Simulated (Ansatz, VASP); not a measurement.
NaY3: VASP beside Ansatz

INCAR

```
PREC = Accurate
ENCUT = 520
EDIFF = 1E-6
ISMEAR = 0
SIGMA = 0.1
LREAL = F
LASPH = T
NELM = 100
ALGO = Normal
ISIF = 2
LWAVE = F
LCHARG = F
GGA = PE
NBANDS = 28
```

Contents of KPOINTS:

```
regular mesh
0
Gamma
  12 12 12
```

The input POSCAR:

```
NaY3
1.0
   -2.4340612032      2.4340612032      5.3343047150
    2.4340612032     -2.4340612032      5.3343047150
    2.4340612032      2.4340612032     -5.3343047150
Na Y
1 3
Direct
    0.0000000000      0.0000000000      0.0000000000
    0.7500000000      0.2500000000      0.5000000000
    0.2500000000      0.7500000000      0.5000000000
    0.5000000000      0.5000000000      0.0000000000
```

Input for Ansatz:

```yaml
crystal:
  lattice:
    - [-2.4340612032, 2.4340612032, 5.334304715]
    - [2.4340612032, -2.4340612032, 5.334304715]
    - [2.4340612032, 2.4340612032, -5.334304715]
  atoms:
    - { symbol: Na, position: [0.0, 0.0, 0.0] }
    - { symbol: "Y", position: [0.75, 0.25, 0.5] }
    - { symbol: "Y", position: [0.25, 0.75, 0.5] }
    - { symbol: "Y", position: [0.5, 0.5, 0.0] }
basis:
  ecutwfc: 420
kpoints:
  mp_grid: { grid: [12, 12, 12] }
hamiltonian:
  xc: pbe
scf:
  occupations: { method: gaussian, width: 0.1 }
output:
  forces: true
  stress: true
  eigenvalues: true
  populations: true
```

Alike in both runs: task single point; functional PBE; k mesh 12 × 12 × 12; occupations gaussian, width 0.1 eV; no spin polarisation.

|  | VASP | Ansatz |
| --- | --- | --- |
| version | VASP 6.6.1 | Ansatz 0.2.0 |
| potentials or method | VASP PAW PBE potentials, release 64 (Na_pv, Y_sv), cutoff 520 eV | scalar-relativistic, plane waves, PAW |
| valence electrons in the cell | 40 | 42 |

Ansatz gave:

* gap on the k mesh at the Fermi level (eV): none
* pressure (GPa): 0.9
* traceless stress, the component that is largest in VASP (GPa): 0.12

Which values does VASP return?

gap on the k mesh at the Fermi level (eV): none; pressure (GPa): 0.8; traceless stress, the component that is largest in VASP (GPa): 0.10.

A gap of «none» marks a metal or a gap that the smearing closes. VASP's potentials hold 40 valence electrons a cell and Ansatz's 42, so a difference there can come from the potentials and not from the codes.
